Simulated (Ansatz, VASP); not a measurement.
One calculation of Ta, two programs

Contents of INCAR:

```
SYSTEM = Ta
PREC = Accurate
ENCUT = 520
EDIFF = 1E-8
ISMEAR = -1
SIGMA = 0.08
LREAL = .FALSE.
LASPH = .TRUE.
NELM = 100
ALGO = Normal
ISIF = 2
LWAVE = .FALSE.
LCHARG = .FALSE.
GGA = PS
LEFG = .TRUE.
NBANDS = 12
```

The input KPOINTS:

```
Automatic mesh
0
G
  17 17 17
  0 0 0
```

File POSCAR:

```
Ta
1.0
   -1.6182544000      1.6182544000      1.6512800000
    1.6182544000     -1.6182544000      1.6512800000
    1.6182544000      1.6182544000     -1.6512800000
Ta
1
Direct
    0.0000000000      0.0000000000      0.0000000000
```

Input for Ansatz:

```yaml
crystal:
  lattice:
    - [-1.6182544, 1.6182544, 1.65128]
    - [1.6182544, -1.6182544, 1.65128]
    - [1.6182544, 1.6182544, -1.65128]
  atoms:
    - { symbol: Ta, position: [0.0, 0.0, 0.0] }
kpoints:
  mp_grid: { grid: [17, 17, 17] }
scf:
  occupations: { method: fermi_dirac, width: 0.08 }
hamiltonian:
  xc: pbesol
  pseudopotentials: { kind: paw }
output:
  forces: true
  stress: true
  eigenvalues: true
  efg: { contact_densities: true }
  write_density: true
  write_potential: true
  elf: true
  volumetric_format: npy
```

Change from the starting cell: equal xx and yy strain of -2 %, PAW files.

Alike in both runs: task electric field gradients; functional PBEsol; k mesh 17 × 17 × 17; occupations fermi-dirac, width 0.08 eV; no spin polarisation.

|  | VASP | Ansatz |
| --- | --- | --- |
| version | VASP 6.6.1 | Ansatz 0.2.0 |
| potentials or method | VASP PAW PBE potentials, release 64 (Ta_pv) | PAW with Ansatz's default frozen-core files, scalar-relativistic |
| plane-wave cutoff (eV) | 520 | 420 |
| valence electrons in the cell | 11 | 13 |

Ansatz gave:

```
pressure (GPa)                                                : 4.8
traceless stress, the component that is largest in VASP (GPa) : -1.67
size of Vzz on the site where it differs most (V/Å²)          : 16.7
```

Q: What did VASP give for the same quantities?

A: Pressure (GPa): 5.0; traceless stress, the component that is largest in VASP (GPa): -1.67; size of Vzz on the site where it differs most (V/Å²): 15.4.

VASP's potentials were made for PBE, not for PBEsol. VASP's potentials hold 11 valence electrons a cell and Ansatz's 13, so a difference there can come from the potentials and not from the codes.

Neither program's run includes spin-orbit coupling.
